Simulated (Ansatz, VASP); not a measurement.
**Two plane-wave programs on Cu**

The input INCAR:

```
SYSTEM = Cu
ALGO = Fast
EDIFF = 1E-6
ENCUT = 520
GGA = PS
ISIF = 2
ISMEAR = 0
LASPH = .TRUE.
LCHARG = .FALSE.
LREAL = .FALSE.
LWAVE = .FALSE.
NBANDS = 18
NELM = 80
PREC = Accurate
SIGMA = 0.15
```

File KPOINTS:

```
k-points
0
G
  28 28 26
  0 0 0
```

Contents of POSCAR:

```
Cu
1.0
    1.2147975457     -3.9598457492      0.0000000000
    1.2147975457      3.9598457492      0.0000000000
    0.0000000000      0.0000000000      2.4677050569
Cu
2
Direct
    0.1338530444      0.8661469556      0.2500000000
    0.8661469556      0.1338530444      0.7500000000
```

Input for Ansatz:

```yaml
crystal:
  lattice:
    - [1.2147975457, -3.9598457492, 0.0]
    - [1.2147975457, 3.9598457492, 0.0]
    - [0.0, 0.0, 2.4677050569]
  atoms:
    - { symbol: Cu, position: [0.1338530444, 0.8661469556, 0.25] }
    - { symbol: Cu, position: [0.8661469556, 0.1338530444, 0.75] }
basis:
  ecutwfc: 420
kpoints:
  mp_grid: { grid: [28, 28, 26] }
hamiltonian:
  xc: pbesol
scf:
  occupations: { method: gaussian, width: 0.15 }
output:
  forces: true
  stress: true
  eigenvalues: true
  write_density: true
  write_potential: true
  elf: true
  volumetric_format: npy
```

Alike in both runs: task single point; functional PBEsol; k mesh 28 × 28 × 26; occupations gaussian, width 0.15 eV; no spin polarisation.

|  | VASP | Ansatz |
| --- | --- | --- |
| version | VASP 6.6.1 | Ansatz 0.2.0 |
| potentials or method | VASP PAW PBE potentials, release 64 (Cu), cutoff 520 eV | scalar-relativistic, plane waves, PAW |
| valence electrons in the cell | 22 | 38 |

VASP gave:

```
gap on the k mesh at the Fermi level (eV)                     : none
pressure (GPa)                                                : 1.1
traceless stress, the component that is largest in VASP (GPa) : 0.21
rms of the force components (eV/Å)                            : 0.004
```

Task: Which values does Ansatz return?

Result: gap on the k mesh at the Fermi level (eV): none; pressure (GPa): 0.0; traceless stress, the component that is largest in VASP (GPa): 0.14; rms of the force components (eV/Å): 0.000.

VASP's potentials were made for PBE, not for PBEsol. Atom by atom the forces differ by 0.003 eV/Å (rms over components). A gap of «none» marks a metal or a gap that the smearing closes. VASP's potentials hold 22 valence electrons a cell and Ansatz's 38, so a difference there can come from the potentials and not from the codes.
